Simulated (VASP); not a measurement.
A run of VASP 6.6.1 is set up as follows.

The input INCAR:

```
PREC = Accurate ; ENCUT = 600
EDIFF = 1E-7 ; ISMEAR = 0
SIGMA = 0.1 ; LREAL = F
LASPH = T ; NELM = 60
ALGO = Normal ; ISIF = 3
LWAVE = F ; LCHARG = F
GGA = PE ; IBRION = 2
NSW = 90 ; EDIFFG = -0.04
```

Contents of KPOINTS:

```
regular mesh
0
Gamma
  6 6 2
```

The input POSCAR:

```
Sb2As2C
1.0
    5.0556766600      0.0000000000      0.0000000000
   -2.5278383300      4.3783444200      0.0000000000
    0.0000000000      0.0000000000     12.7267794900
Sb As C
4 4 2
Direct
    0.3333333300      0.6666666700      0.5975073000
    0.6666666700      0.3333333300      0.0975073000
    0.6666666700      0.3333333300      0.4024927000
    0.3333333300      0.6666666700      0.9024927000
    0.0000000000      0.0000000000      0.8755957600
    0.0000000000      0.0000000000      0.3755957600
    0.0000000000      0.0000000000      0.1244042400
    0.0000000000      0.0000000000      0.6244042400
    0.0000000000      0.0000000000      0.2500000000
    0.0000000000      0.0000000000      0.7500000000
```

Potentials or basis: VASP PAW PBE potentials, release 64 (Sb, As, C).

The run is started by

```bash
$ cat potpaw_PBE.64/Sb/POTCAR potpaw_PBE.64/As/POTCAR potpaw_PBE.64/C/POTCAR > POTCAR
$ mpirun -np 1 vasp_std > vasp.out
```

Q: What does it give for the relaxed volume?

A: 28.67 Å³/atom.

Q: Predict the space group after relaxing (to 0.05 Å).

A: P6_3/mmc (No. 194).

Q: Estimate the relaxed cell.

A: a = 4.571 Å, b = 4.571 Å, c = 15.841 Å, α = 90.00°, β = 90.00°, γ = 120.00°.

Q: What does it give for the band gap on the k mesh?

A: Zero (band 24 reaches 3.88 eV, above the bottom of band 25 at 2.94 eV).

Stress tensor (GPa, compression positive):
```
-0.13  0.00  0.00
 0.00 -0.13  0.00
 0.00  0.00 -0.06
```

Caveat: spin-orbit coupling is left out, which moves the levels of the heavy elements.
